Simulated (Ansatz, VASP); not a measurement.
Ni in VASP and in Ansatz

```
Ni
1.0
     3.90857    0.00000    0.00000
    -1.95429    3.38492    0.00000
     0.00000    0.00000    2.36957
Ni
3
Direct
  0.00000 0.00000 0.00000
  0.33333 0.66667 0.50000
  0.66667 0.33333 0.50000
```

Alike in both runs: task single point; functional revPBE; k mesh 10 × 10 × 14; occupations fermi-dirac, width 0.05 eV; collinear spin.

```csv
,VASP,Ansatz
version,VASP 6.6.1,Ansatz 0.2.0
potentials or method,"VASP PAW PBE potentials, release 64 (Ni), cutoff 520 eV","plane waves (420 eV) with PAW, scalar-relativistic"
valence electrons in the cell,30,54
```

```tsv
	VASP	Ansatz	Ansatz less VASP
pressure (GPa)	17.5	17.8	+0.21
traceless stress, the component that is largest in VASP (GPa)	-0.80	-0.71	+0.087
net moment per atom (μB)	0.60	0.61	+0.012
size of the moment on the site where the two differ most (μB)	0.62	0.67	+0.044
```

VASP's potentials were made for PBE, not for revPBE. Site moments also hang on the region over which each program counts them. VASP's potentials hold 30 valence electrons a cell and Ansatz's 54, so a difference there can come from the potentials and not from the codes.
